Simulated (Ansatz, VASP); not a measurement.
## PtSe2: VASP beside Ansatz

```
CELL_PARAMETERS angstrom
3.67266 0.00000 0.00000
-1.83633 3.18061 0.00000
0.00000 0.00000 31.12150
ATOMIC_POSITIONS crystal
Se 0.66667 0.33333 0.45851
Se 0.33333 0.66667 0.54149
Pt 0.00000 0.00000 0.50000
```

Alike in both runs: functional LDA; k mesh 9 × 9 × 1; occupations gaussian, width 0.02 eV; no spin polarisation.

Ansatz relaxed the structure, and its values are those at the end. VASP's run is a single point on that final structure, the one shown.

```csv
,VASP,Ansatz
version,VASP 6.6.1,Ansatz 0.2.0
potentials or method,"VASP PAW LDA potentials, release 64 (Se, Pt), cutoff 520 eV","scalar-relativistic, plane waves, PAW"
valence electrons in the cell,22,50
```

Ansatz gave:

| Property | Result |
| --- | --- |
| gap on the k mesh at the Fermi level (eV) | 1.37 |
| least direct gap on the mesh (eV) | 1.56 |
| rms of the force components (eV/Å) | 0.000 |

Task: What did VASP give for the same quantities?

Result: gap on the k mesh at the Fermi level (eV): 1.36; least direct gap on the mesh (eV): 1.55; rms of the force components (eV/Å): 0.024.

LDA's correlation is that of Perdew and Zunger in VASP and of Perdew and Wang (1992) in Ansatz. VASP's potentials hold 22 valence electrons a cell and Ansatz's 50, so a difference there can come from the potentials and not from the codes. Ansatz's warnings: xc potential rough in thin density.

Neither program's run includes spin-orbit coupling.
